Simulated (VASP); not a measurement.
## Mg15HO16 (a cell with a defect): single point with PBE

The system is Mg15HO16 (a cell with a defect).

```
Mg O H
1.0
    -4.25438    4.25438    4.25438
     4.25438   -4.25438    4.25438
     4.25438    4.25438   -4.25438
Mg O H
15 16 1
Direct
  0.00000 0.00000 0.00000
  0.00000 0.25000 0.75000
  0.00000 0.50000 0.50000
  0.00000 0.75000 0.25000
  0.25000 0.00000 0.75000
  0.25000 0.25000 0.50000
  0.25000 0.75000 0.00000
  0.50000 0.00000 0.50000
  0.50000 0.25000 0.25000
  0.50000 0.50000 0.00000
  0.50000 0.75000 0.75000
  0.75000 0.00000 0.25000
  0.75000 0.25000 0.00000
  0.75000 0.50000 0.75000
  0.75000 0.75000 0.50000
  0.00000 0.00000 0.50000
  0.00000 0.25000 0.25000
  0.00000 0.50000 0.00000
  0.00000 0.75000 0.75000
  0.25000 0.00000 0.25000
  0.25000 0.25000 0.00000
  0.25000 0.50000 0.75000
  0.25000 0.75000 0.50000
  0.50000 0.00000 0.00000
  0.50000 0.25000 0.75000
  0.50000 0.50000 0.50000
  0.50000 0.75000 0.25000
  0.75000 0.00000 0.75000
  0.75000 0.25000 0.50000
  0.75000 0.50000 0.25000
  0.75000 0.75000 0.00000
  0.11803 0.36803 0.25000
```

- Program: VASP 6.6.1
- Task: single point
- Functional: PBE
- Potentials or basis: VASP PAW PBE potentials, release 64 (Mg, O, H)
- Cutoff: 520 eV
- k mesh: 1 × 1 × 1, shifted
- Occupations: gaussian, width 0.01 eV
- Spin: collinear spin
- Fixed moment: 1 μB

The pressure is -1.1 GPa, the largest force is 1.392 eV/Å and the net moment is 1.00 μB per cell. The site moments are Mg -0.00, +0.00 (each value once); O +0.03, -0.00, +0.12, +0.01, +0.18 (each value once); H -0.00 μB. The valence electrons inside the program's atomic spheres are Mg 0.39, 0.38 (each value once); O 5.08, 5.20, 5.03, 5.02 (each value once); H 0.67.

Forces on the atoms (eV/Å):
```
Mg  -0.792  0.000  0.456
Mg   0.678  0.678  0.023
Mg   0.792  0.000  0.456
Mg  -0.678  0.678  0.023
Mg   0.000  0.000  0.005
Mg   0.000  0.792  0.456
Mg   0.000  0.601 -0.686
Mg  -0.601  0.000 -0.686
Mg   0.678 -0.678  0.023
Mg   0.601  0.000 -0.686
Mg  -0.678 -0.678  0.023
Mg   0.000  0.000 -0.970
Mg   0.000 -0.792  0.456
Mg   0.000  0.000  0.005
Mg   0.000 -0.601 -0.686
O    0.000 -0.376  0.285
O    0.000  0.000  0.527
O    0.000 -1.030 -0.325
O    0.000  0.000  0.024
O    0.276 -0.276  0.002
O   -1.030  0.000 -0.325
O   -0.276 -0.276  0.002
O    1.030  0.000 -0.325
O    0.000  0.376  0.285
O    0.000  0.000  0.024
O    0.000  1.030 -0.325
O    0.000  0.000  1.392
O    0.276  0.276  0.002
O   -0.376  0.000  0.285
O   -0.276  0.276  0.002
O    0.376  0.000  0.285
H    0.000  0.000 -0.026
```

Stress tensor (GPa, compression positive):
```
-0.43  0.00  0.00
 0.00 -0.43  0.00
 0.00  0.00 -2.48
```

Run time: 11 min on 1 thread of Intel Xeon 8259CL, with other jobs on the host, peak memory 0.54 GiB.

Caveat: the k points lie up to 1.04 Å⁻¹ apart, too coarse for converged energies, forces and pressures; the total moment is fixed, so each spin has its own Fermi level and the state may be an excited one.
